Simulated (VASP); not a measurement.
Re: single point with r2SCAN

Crystal: Re.

```
Re
1.0
     2.81247    0.00000    0.00000
    -1.40623    2.43567    0.00000
     0.00000    0.00000    4.54864
Re
2
Direct
  0.33333 0.66667 0.25000
  0.66667 0.33333 0.75000
```

This cell differs from its parent crystal: volume scaled by 1.06, then relaxed in part.

* Program: VASP 6.6.1
* Task: single point
* Functional: r2SCAN
* Potentials or basis: VASP PAW PBE potentials, release 64 (Re)
* Cutoff: 520 eV
* k mesh: 18 × 18 × 10
* Occupations: gaussian, width 0.1 eV
* Spin: no spin polarisation

The pressure is -20.2 GPa and the band gap on the k mesh is zero (band 7 reaches 8.29 eV, above the bottom of band 8 at 5.40 eV).

Stress tensor (GPa, compression positive):
```
-20.21   0.00   0.00
  0.00 -20.21   0.00
  0.00   0.00 -20.31
```

Levels at points of the mesh, in eV from the Fermi level:
```
           k point  band 3  band 4  band 5  band 6  band 7  band 8  band 9  band 10  band 11  band 12
(0.00, 0.00, 0.00)   -1.50   -1.46   -1.46   -0.68   -0.68    0.24    0.24     0.44     3.27     3.27
(0.50, 0.00, 0.00)   -5.05   -1.83   -1.79   -1.35   -0.60    3.80    4.16     4.29     5.78     6.84
(0.00, 0.00, 0.50)   -2.33   -2.33   -1.58   -1.58   -1.58   -1.58    2.46     2.46     2.46     2.46
(0.50, 0.00, 0.50)   -3.93   -3.93    0.44    0.44    0.80    0.80    4.09     4.09     4.57     4.57
```

Run time: 4.6 min on 1 thread of Intel(R) Xeon(R) Platinum 8488C (Sapphire Rapids), with other jobs on the host, peak memory 0.22 GiB.

Caveat: the PAW data sets were made with another functional, which shifts forces and pressure a little; spin-orbit coupling is left out, which moves the levels of the heavy elements.
